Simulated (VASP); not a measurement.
## InP: single point with r2SCAN

Crystal: InP.

```
In P
1.0
     0.00000    2.87252    2.87252
     2.87252    0.00000    2.87252
     2.87252    2.87252    0.00000
In P
1 1
Direct
  0.00000 0.00000 0.00000
  0.25000 0.25000 0.25000
```

```
Program             : VASP 6.6.1
Task                : single point
Functional          : r2SCAN
Potentials or basis : VASP PAW PBE potentials, release 64 (In_d, P)
Cutoff              : 520 eV
k mesh              : 14 × 14 × 14
Occupations         : gaussian, width 0.05 eV
Spin                : no spin polarisation
```

The pressure is 6.7 GPa and the band gap on the k mesh is 1.52 eV.

Levels at points of the mesh, in eV from the valence-band top:
| k point | band 7 | band 8 | band 9 | band 10 | band 11 | band 12 |
| --- | --- | --- | --- | --- | --- | --- |
| (0.00, 0.00, 0.00) | 0.00 | 0.00 | 0.00 | 1.52 | 4.43 | 4.43 |
| (0.50, 0.00, 0.00) | -6.23 | -1.10 | -1.10 | 2.02 | 5.16 | 5.16 |
| (0.50, 0.50, 0.00) | -6.16 | -2.63 | -2.63 | 1.90 | 2.54 | 10.31 |

Wall time 7.2 min on 1 thread of Intel Xeon 8259CL (shared host), peak memory 0.22 GiB.

Caveat: the cell stands under pressure; the PAW data sets were made with another functional, which shifts forces and pressure a little; spin-orbit coupling is left out, which moves the levels of the heavy elements. r2SCAN opens gaps a little over a GGA but as a rule still falls short of measured ones.
